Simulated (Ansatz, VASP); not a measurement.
Ge: VASP beside Ansatz

The input INCAR:

```
SYSTEM = Ge
PREC = Accurate
ENCUT = 520
EDIFF = 1E-6
ISMEAR = 0
SIGMA = 0.15
LREAL = .False.
LASPH = .True.
NELM = 60
ALGO = Normal
ISIF = 2
LWAVE = .False.
LCHARG = .False.
GGA = PS
NBANDS = 21
```

Contents of KPOINTS:

```
Automatic mesh
0
Gamma
  14 14 14
  0 0 0
```

File POSCAR:

```
Ge
1.0
    0.0000000000      2.8287700000      2.6873315000
    2.8287700000      0.0000000000      2.6873315000
    2.8287700000      2.8287700000      0.0000000000
Ge
2
Direct
    0.5000000000      0.5000000000      0.5000000000
    0.7500000000      0.7500000000      0.7500000000
```

Input for Ansatz:

```yaml
crystal:
  lattice:
    - [0.0, 2.82877, 2.6873315]
    - [2.82877, 0.0, 2.6873315]
    - [2.82877, 2.82877, 0.0]
  atoms:
    - { symbol: Ge, position: [0.5, 0.5, 0.5] }
    - { symbol: Ge, position: [0.75, 0.75, 0.75] }
basis:
  ecutwfc: 420
kpoints:
  mp_grid: { grid: [14, 14, 14] }
hamiltonian:
  xc: pbesol
scf:
  occupations: { method: gaussian, width: 0.15 }
output:
  forces: true
  stress: true
  eigenvalues: true
```

Change from the starting cell: strain +0.000 along x and y, -0.050 along z, atoms carried along.

Alike in both runs: task single point; functional PBEsol; k mesh 14 × 14 × 14; occupations gaussian, width 0.15 eV; no spin polarisation.

|  | VASP | Ansatz |
| --- | --- | --- |
| version | VASP 6.6.1 | Ansatz 0.2.0 |
| potentials or method | VASP PAW PBE potentials, release 64 (Ge_d), cutoff 520 eV | scalar-relativistic, plane waves, PAW |
| valence electrons in the cell | 28 | 28 |

```tsv
	VASP	Ansatz	Ansatz less VASP
gap on the k mesh at the Fermi level (eV)	none	none	-
pressure (GPa)	4.6	4.7	+0.11
traceless stress, the component that is largest in VASP (GPa)	2.23	2.22	-0.011
```

VASP's potentials were made for PBE, not for PBEsol. A gap of «none» marks a metal or a gap that the smearing closes. The functional is the same, so the differences come from potentials, cutoffs and numerics.
